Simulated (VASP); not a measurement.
# Cu (P6_3/mmc) in VASP: notebook

Cu is run at these levels: PBE; tasks: single point.

Program: VASP 6.6.1. These are calculated values, not measurements. Logs are shortened: lines on timing, memory, paths and dates and some standing lists are left out, and cuts for length are marked.

### 1 The cell of the first run

Symmetry: P6_3/mmc, No. 194, hexagonal system. The conventional cell has a = 2.035 Å, b = 2.035 Å, c = 3.337 Å, α = 90.00°, β = 90.00°, γ = 120.00°. Within 2.7 Å of Cu (site symmetry -6m2) lie 12 Cu at 2.03 to 2.04 Å.

This isn't the form of Cu at room conditions, which is fcc.

### 2 Single point, PBE

Input file INCAR:

```
ALGO = Normal
EDIFF = 1E-6
ENCUT = 520
GGA = PE
ISIF = 2
ISMEAR = -1
LASPH = T
LCHARG = F
LREAL = F
LWAVE = F
NBANDS = 18
NELM = 60
PREC = Accurate
SIGMA = 0.05
```

Input file KPOINTS:

```
k-points
0
Gamma
  19 19 10
```

Input file POSCAR:

```
Cu
1.0
    2.0348285985      0.0000000000      0.0000000000
   -1.0174142993      1.7622132587      0.0000000000
    0.0000000000      0.0000000000      3.3370528185
Cu
2
Direct
    0.3333333333      0.6666666667      0.2500000000
    0.6666666667      0.3333333333      0.7500000000
```

Potentials or basis: VASP PAW PBE potentials, release 64 (Cu).

Launch:

```console
$ cat potpaw_PBE.64/Cu/POTCAR > POTCAR
$ mpirun -np 1 vasp_std > vasp.out
```

OUTCAR:

```text
EDIFF = 1E-6
   ENCUT = 520
   GGA = PE
   ISIF = 2
   ISMEAR = -1
   LASPH = T
   LREAL = F
   NELM = 60
   PREC = Accurate

 ion  position               nearest neighbor table
   1  0.333  0.667  0.250-   2 2.04   2 2.04   2 2.04   2 2.04   2 2.04   2 2.04
   2  0.667  0.333  0.750-   1 2.04   1 2.04   1 2.04   1 2.04   1 2.04   1 2.04

  LATTYP: Found a hexagonal cell.
 ALAT       =     2.0348285985
 C/A-ratio  =     1.6399675240

  Lattice vectors:

 A1 = (   2.0348285985,   0.0000000000,   0.0000000000)
 A2 = (  -1.0174142993,   1.7622132587,   0.0000000000)
 A3 = (   0.0000000000,   0.0000000000,   3.3370528185)

Analysis of symmetry for initial positions (statically):
=====================================================================
 Subroutine PRICEL returns:
 Original cell was already a primitive cell.

 Routine SETGRP: Setting up the symmetry group for a
 hexagonal supercell.

 Subroutine GETGRP returns: Found 24 space group operations
 (whereof 12 operations were pure point group operations)
 out of a pool of 24 trial point group operations.

The static configuration has the point symmetry D_3d.
 The point group associated with its full space group is D_6h.

Analysis of symmetry for dynamics (positions and initial velocities):
=====================================================================
 Subroutine PRICEL returns:
 Original cell was already a primitive cell.

 Routine SETGRP: Setting up the symmetry group for a
 hexagonal supercell.

 Subroutine GETGRP returns: Found 24 space group operations
 (whereof 12 operations were pure point group operations)
 out of a pool of 24 trial point group operations.

The dynamic configuration has the point symmetry D_3d.
 The point group associated with its full space group is D_6h.

 Subroutine INISYM returns: Found 24 space group operations
 (whereof 12 operations are pure point group operations),
 and found     1 'primitive' translations

----------------------------------------------------------------------------------------

                                     Primitive cell

  volume of cell :      11.9660

  direct lattice vectors                    reciprocal lattice vectors
     2.034828598  0.000000000  0.000000000     0.491441884  0.283734104  0.000000000
    -1.017414299  1.762213259  0.000000000     0.000000000  0.567468208  0.000000000
     0.000000000  0.000000000  3.337052819     0.000000000  0.000000000  0.299665619

[... 81 lines left out ...]
   ENCUT  =  520.0 eV  38.22 Ry    6.18 a.u.   3.78  3.78  6.20*2*pi/ulx,y,z
   NELM   =     60;   NELMIN=  2; NELMDL= -5     # of ELM steps
   EDIFF  = 0.1E-05   stopping-criterion for ELM
   LREAL  =      F    real-space projection
   EDIFFG = 0.1E-04   stopping-criterion for IOM
   NSW    =      0    number of steps for IOM
   IBRION =     -1    ionic relax: 0-MD 1-quasi-New 2-CG
   NFREE  =      0    steps in history (QN), initial steepest desc. (CG)
   ISIF   =      2    stress and relaxation
   ISYM   =      2    0-nonsym 1-usesym 2-fastsym
   POTIM  = 0.5000    time-step for ionic-motion
   TEBEG  =    0.0;   TEEND  =   0.0 temperature during run
   PSTRESS=    0.0 pullay stress
   NELECT =      22.0000    total number of electrons
   NUPDOWN=      -1.0000    fix difference up-down
   EMIN   =  10.00;   EMAX   =-10.00  energy-range for DOS
   EFERMI =   0.00;   METHOD = LEGACY
   ISMEAR =    -1;   SIGMA  =   0.05  broadening in eV -4-tet -1-fermi 0-gaus
   EFERMI_NEDOS =   21; number of points for ismear=-14 and -15
   IALGO  =     38    algorithm
   IMIX   =      4    mixing-type and parameters
     AMIX     =   0.40;   BMIX     =  1.00
     AMIX_MAG =   1.60;   BMIX_MAG =  1.00
  volume/ion in A,a.u.               =       5.98        40.38
  Fermi-wavevector in a.u.,A,eV,Ry     =   2.005546  3.789932 54.725547  4.022214
  Thomas-Fermi vector in A             =   3.019744
   LORBIT       =      0    0 simple, 1 ext, 2 COOP (PROOUT), +10 PAW based schemes
   GGA     = PE    functional components
   LHFCALC =     F    Hartree Fock is set to
   AEXX    =    0.0000 exact exchange contribution
   IVDW    =     0    specifies the selected vdW correction
   LEPSILON=     F    determine dielectric tensor
   LRPA    =     F    only Hartree local field effects (RPA)
 non-spin polarized calculation
  energy-cutoff  :      520.00
  volume of cell :       11.97
 maximum number of plane-waves:       338
 NGX is ok and might be reduce to    16
   NGX =  7   NGY =  7   NGZ = 13

 number of electron      21.9999977 magnetization

 Free energy of the ion-electron system (eV)
  ---------------------------------------------------
  ext. energy  EPLUGINS =         0.00000000
  ---------------------------------------------------
  free energy    TOTEN  =         2.88687410 eV

  energy without entropy =        2.88963660  energy(sigma->0) =        2.88825535

 E-fermi :  20.4229     XC(G=0): -17.2225

 val. band max:       20.4164571503   @ k =   0.1053   0.0526   0.1000
 cond. band min:      20.4375094485   @ k =   0.4211   0.1053   0.3000
 fundamental gap:      0.0210522982
 Fermi energy:        20.4228599822

 k-point     1 :       0.0000    0.0000    0.0000
  band No.  band energies     occupation
      1       4.1155      2.00000
      2       8.9911      2.00000
      3      13.4743      2.00000
      4      13.6388      2.00000
      5      13.6388      2.00000
      6      14.2627      2.00000
[... 481 lines left out ...]
      5      13.3200      2.00000
      6      14.0317      2.00000
[... 10 lines left out ...]
     17      43.9305      0.00000
     18      46.4859      0.00000

 [... further k-points ...]

------------------------ aborting loop because EDIFF is reached ----------------------------------------

  FORCE on cell =-STRESS in cart. coord.  units (eV):
  Direction    XX          YY          ZZ          XY          YZ          ZX
  --------------------------------------------------------------------------------------
  -------------------------------------------------------------------------------------
  Total       40.5121015     40.5121015     40.5111887     -0.0000000     -0.0000000      0.0000000
  in kB     5424.3284233   5424.3284236   5424.2062018     -0.0000002     -0.0000000      0.0000000
  external PRESSURE =    5424.2876829 kB  Pullay stress =       0.0000000 kB

 VOLUME and BASIS-vectors are now :
 -----------------------------------------------------------------------------
  energy-cutoff  :      520.00
  volume of cell :       11.97
      direct lattice vectors                 reciprocal lattice vectors
     2.034828598  0.000000000  0.000000000     0.491441884  0.283734104  0.000000000
    -1.017414299  1.762213259  0.000000000     0.000000000  0.567468208  0.000000000
     0.000000000  0.000000000  3.337052819     0.000000000  0.000000000  0.299665619

 POSITION                                       TOTAL-FORCE (eV/Angst)
 -----------------------------------------------------------------------------------
     -0.00000      1.17481      0.83426        -0.000000      0.000000      0.000000
      1.01741      0.58740      2.50279         0.000000     -0.000000      0.000000
 -----------------------------------------------------------------------------------
    total drift:                                0.000000     -0.000000     -0.000000

  FREE ENERGIE OF THE ION-ELECTRON SYSTEM (eV)
  ---------------------------------------------------
  free  energy   TOTEN  =         2.8868741013 eV

  energy  without entropy=        2.8896365987  energy(sigma->0) =        2.88825535
```

OSZICAR:

```text
N       E                     dE             d eps       ncg     rms          rms(c)
DAV:   1     0.117012388277E+03    0.11701E+03   -0.10084E+04 10124   0.256E+03
DAV:   2     0.730543984106E+01   -0.10971E+03   -0.10383E+03  8664   0.321E+02
DAV:   3     0.135676110881E+01   -0.59487E+01   -0.58991E+01  9236   0.879E+01
DAV:   4     0.130107882406E+01   -0.55682E-01   -0.55652E-01  9622   0.885E+00
DAV:   5     0.130045173065E+01   -0.62709E-03   -0.62707E-03  9806   0.904E-01    0.969E+00
DAV:   6     0.256561688248E+01    0.12652E+01   -0.16545E+00  9314   0.466E+01    0.196E+00
DAV:   7     0.279934366669E+01    0.23373E+00   -0.84324E-02 12812   0.623E+00    0.139E+00
DAV:   8     0.288647687031E+01    0.87133E-01   -0.50008E-03 13628   0.193E+00    0.838E-02
DAV:   9     0.288688528461E+01    0.40841E-03   -0.34298E-04 12740   0.244E-01    0.376E-02
DAV:  10     0.288685072822E+01   -0.34556E-04   -0.15795E-05 11100   0.593E-02    0.151E-02
DAV:  11     0.288687383060E+01    0.23102E-04   -0.72437E-07  7354   0.250E-02    0.181E-03
DAV:  12     0.288687410132E+01    0.27072E-06   -0.33070E-07  4858   0.899E-03
   1 F= 0.28868741E+01 E0= 0.28882554E+01  d E =-.276250E-02
```

Run time: 54 s. Hardware: 1 thread of Intel Xeon 8259CL, shared host; peak memory 0.16 GiB.

Results:

| Item | Value |
| --- | --- |
| Free energy | 2.8869 eV |
| Pressure | 542.4 GPa |
| Band gap on the k mesh | zero (bands 11 and 12 overlap by 9.77 eV) |

Caveat: the cell stands under pressure.

### 3 Single point, PBE (5.98 Å³/atom)

Input file INCAR:

```
SYSTEM = Cu
  ALGO = Normal
  EDIFF = 1E-7
  ENCUT = 520
  GGA = PE
  ISIF = 2
  ISMEAR = -1
  LASPH = .True.
  LCHARG = .False.
  LREAL = .False.
  LWAVE = .False.
  NBANDS = 18
  NELM = 100
  PREC = Accurate
  SIGMA = 0.05
```

Input file KPOINTS:

```
k-points
0
Gamma
  19 19 10
  0 0 0
```

POSCAR, as its differences from that of step 2:

```diff
@@ -2,3 +2,3 @@
 1.0
-    2.0348285985      0.0000000000      0.0000000000
+    2.0348285986      0.0000000000      0.0000000000
    -1.0174142993      1.7622132587      0.0000000000
```

Potentials or basis: VASP PAW PBE potentials, release 64 (Cu).

Launch:

```console
$ cat potpaw_PBE.64/Cu/POTCAR > POTCAR
$ mpirun -np 1 vasp_std > vasp.out
```

OUTCAR:

```text
SYSTEM = Cu
   EDIFF = 1E-7
   ENCUT = 520
   GGA = PE
   ISIF = 2
   ISMEAR = -1
   LASPH = .True.
   LREAL = .False.
   NELM = 100
   PREC = Accurate

 ion  position               nearest neighbor table
   1  0.333  0.667  0.250-   2 2.04   2 2.04   2 2.04   2 2.04   2 2.04   2 2.04
   2  0.667  0.333  0.750-   1 2.04   1 2.04   1 2.04   1 2.04   1 2.04   1 2.04

  LATTYP: Found a hexagonal cell.
 ALAT       =     2.0348285986
 C/A-ratio  =     1.6399675239

  Lattice vectors:

 A1 = (   2.0348285986,   0.0000000000,   0.0000000000)
 A2 = (  -1.0174142993,   1.7622132587,   0.0000000000)
 A3 = (   0.0000000000,   0.0000000000,   3.3370528185)

Analysis of symmetry for initial positions (statically):
=====================================================================
 Subroutine PRICEL returns:
 Original cell was already a primitive cell.

 Routine SETGRP: Setting up the symmetry group for a
 hexagonal supercell.

 Subroutine GETGRP returns: Found 24 space group operations
 (whereof 12 operations were pure point group operations)
 out of a pool of 24 trial point group operations.

The static configuration has the point symmetry D_3d.
[... 162 lines left out ...]

 E-fermi :  20.4229     XC(G=0): -17.2225

 val. band max:       20.4165105652   @ k =   0.1053   0.0526   0.1000
 cond. band min:      20.4375568740   @ k =   0.4211   0.1053   0.3000
 fundamental gap:      0.0210463088
 Fermi energy:        20.4229126371

 k-point     1 :       0.0000    0.0000    0.0000
  band No.  band energies     occupation
      1       4.1155      2.00000
      2       8.9911      2.00000
      3      13.4744      2.00000
      4      13.6389      2.00000
      5      13.6389      2.00000
      6      14.2627      2.00000
[... 481 lines left out ...]
      5      13.3201      2.00000
      6      14.0318      2.00000
[... 10 lines left out ...]
     17      43.9305      0.00000
     18      46.4859      0.00000

 [... further k-points ...]

------------------------ aborting loop because EDIFF is reached ----------------------------------------

  FORCE on cell =-STRESS in cart. coord.  units (eV):
  Direction    XX          YY          ZZ          XY          YZ          ZX
  --------------------------------------------------------------------------------------
  -------------------------------------------------------------------------------------
  Total       40.5021143     40.5021143     40.5011501     -0.0000000      0.0000000      0.0000000
  in kB     5422.9912004   5422.9912002   5422.8620990     -0.0000000      0.0000000      0.0000000
  external PRESSURE =    5422.9481665 kB  Pullay stress =       0.0000000 kB

 VOLUME and BASIS-vectors are now :
 -----------------------------------------------------------------------------
  energy-cutoff  :      520.00
  volume of cell :       11.97
      direct lattice vectors                 reciprocal lattice vectors
     2.034828599  0.000000000  0.000000000     0.491441884  0.283734104  0.000000000
    -1.017414299  1.762213259  0.000000000     0.000000000  0.567468208  0.000000000
     0.000000000  0.000000000  3.337052819     0.000000000  0.000000000  0.299665619

 POSITION                                       TOTAL-FORCE (eV/Angst)
 -----------------------------------------------------------------------------------
     -0.00000      1.17481      0.83426         0.000000      0.000000      0.000000
      1.01741      0.58740      2.50279        -0.000000     -0.000000      0.000000
 -----------------------------------------------------------------------------------
    total drift:                                0.000000     -0.000000     -0.000000

  FREE ENERGIE OF THE ION-ELECTRON SYSTEM (eV)
  ---------------------------------------------------
  free  energy   TOTEN  =         2.8868737442 eV

  energy  without entropy=        2.8896362567  energy(sigma->0) =        2.88825500
```

stdout:

```text
POSCAR found type information on POSCAR Cu
 POSCAR found :  1 types and       2 ions
 scaLAPACK will be used
 LDA part: xc-table for (Slater+PW92), standard interpolation
 POSCAR, INCAR and KPOINTS ok, starting setup
 FFT: planning ... GRIDC
 FFT: planning ... GRID_SOFT
 FFT: planning ... GRID
 WAVECAR not read
 entering main loop
```

It took 60 s on 1 thread of Intel Xeon 8259CL, shared host; peak memory 0.16 GiB.

Results:

```yaml
Free_energy: 2.8869 eV
Pressure: 542.3 GPa
Band_gap_on_the_k_mesh: zero (bands 11 and 12 overlap by 9.77 eV)
```

Levels at points of the mesh, in eV from the Fermi level:
| k point | band 9 | band 10 | band 11 | band 12 | band 13 | band 14 |
| --- | --- | --- | --- | --- | --- | --- |
| (0.00, 0.00, 0.00) | -5.32 | -3.82 | -3.27 | -3.27 | 8.41 | 25.58 |
| (0.00, 0.00, 0.50) | -3.85 | -3.85 | -3.85 | -3.85 | 18.89 | 18.89 |

Caveat: the cell stands under pressure.
